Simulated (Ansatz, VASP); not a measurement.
**One calculation of CO, two programs**

```
CELL_PARAMETERS angstrom
5.03937 0.00000 0.00000
0.00000 5.03937 0.00000
0.00000 0.00000 24.49506
ATOMIC_POSITIONS crystal
C 0.00000 0.00000 0.62455
O 0.00000 0.00000 0.67149
```

Alike in both runs: task single point; functional PBE; dispersion D3(BJ); k mesh 4 × 4 × 1; occupations gaussian, width 0.1 eV; no spin polarisation.

```csv
,VASP,Ansatz
version,VASP 6.6.1,Ansatz 0.2.0
potentials or method,"VASP PAW PBE potentials, release 64 (C, O), cutoff 520 eV","scalar-relativistic, plane waves, PAW"
valence electrons in the cell,10,10
```

VASP gave:

- gap on the k mesh at the Fermi level (eV): 6.63
- rms of the force components (eV/Å): 0.409

Problem. What did Ansatz give for the same quantities?

Solution. gap on the k mesh at the Fermi level (eV): 6.63; rms of the force components (eV/Å): 0.897.

Atom by atom the forces differ by 0.489 eV/Å (rms over components). One of these differences is far larger than is usual between the two programs; its cause wasn't traced.

Noted on VASP's run: the standard files for N, O and F lose accuracy on very short bonds.
